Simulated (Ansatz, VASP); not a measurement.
**K2FeO3 in VASP and in Ansatz**

INCAR

```
SYSTEM = K2FeO3
PREC = Accurate
ENCUT = 520
EDIFF = 1E-6
ISMEAR = 0
SIGMA = 0.1
LREAL = .FALSE.
LASPH = .TRUE.
NELM = 150
ALGO = Normal
ISIF = 2
LWAVE = .FALSE.
LCHARG = .FALSE.
ISPIN = 2
MAGMOM = 0 0 1.5 0 0 0
LORBIT = 11
LMAXMIX = 4
GGA = PE
NBANDS = 35
```

The input KPOINTS:

```
Automatic mesh
0
G
  6 6 4
  0 0 0
```

POSCAR

```
K2FeO3
1.0
    5.6682412420      0.0000000000      0.0000000000
   -2.8341206210      4.9088409103      0.0000000000
    0.0000000000      0.0000000000      6.2835990590
K Fe O
2 1 3
Direct
    0.0000000000      0.0000000000      0.5000000000
    0.0000000000      0.0000000000      0.0000000000
    0.6666666667      0.3333333333      0.5000000000
    0.4998052505      0.5001947495      0.5000000000
    0.4998052505      0.9996105011      0.5000000000
    0.0003894989      0.5001947495      0.5000000000
```

Input for Ansatz:

```yaml
crystal:
  lattice:
    - [5.668241242, 0.0, 0.0]
    - [-2.834120621, 4.9088409103, 0.0]
    - [0.0, 0.0, 6.283599059]
  atoms:
    - { symbol: K, position: [0.0, 0.0, 0.5] }
    - { symbol: K, position: [0.0, 0.0, 0.0] }
    - { symbol: Fe, position: [0.6666666667, 0.3333333333, 0.5], spin: 1.5 }
    - { symbol: O, position: [0.4998052505, 0.5001947495, 0.5] }
    - { symbol: O, position: [0.4998052505, 0.9996105011, 0.5] }
    - { symbol: O, position: [0.0003894989, 0.5001947495, 0.5] }
basis:
  ecutwfc: 420
kpoints:
  mp_grid: { grid: [6, 6, 4] }
hamiltonian:
  xc: pbe
scf:
  occupations: { method: gaussian, width: 0.1 }
  lower_state_search: "off"
output:
  forces: true
  stress: true
  eigenvalues: true
  populations: true
magnetization:
  spin_polarized: true
```

Alike in both runs: task single point; functional PBE; k mesh 6 × 6 × 4; occupations gaussian, width 0.1 eV; collinear spin.

|  | VASP | Ansatz |
| --- | --- | --- |
| version | VASP 6.6.1 | Ansatz 0.2.0 |
| potentials or method | VASP PAW PBE potentials, release 64 (K_sv, Fe, O), cutoff 520 eV | scalar-relativistic, plane waves, PAW |
| valence electrons in the cell | 44 | 52 |

|  | VASP | Ansatz | Ansatz less VASP |
| --- | --- | --- | --- |
| gap on the k mesh at the Fermi level (eV) | 0.77 | 0.77 | -0.006 |
| least direct gap on the mesh (eV) | 0.79 | 0.79 | -0.005 |
| pressure (GPa) | 1.0 | 0.4 | -0.60 |
| traceless stress, the component that is largest in VASP (GPa) | -0.82 | -0.17 | +0.658 |
| rms of the force components (eV/Å) | 0.180 | 0.006 | -0.1736 |
| net moment per atom (μB) | 0.33 | 0.33 | 0.000 |
| size of the moment on the site where the two differ most (μB) | 1.54 | 1.37 | -0.171 |

Site moments also hang on the region over which each program counts them. Atom by atom the forces differ by 0.174 eV/Å (rms over components). One of these differences is far larger than is usual between the two programs; its cause wasn't traced. VASP's potentials hold 44 valence electrons a cell and Ansatz's 52, so a difference there can come from the potentials and not from the codes.
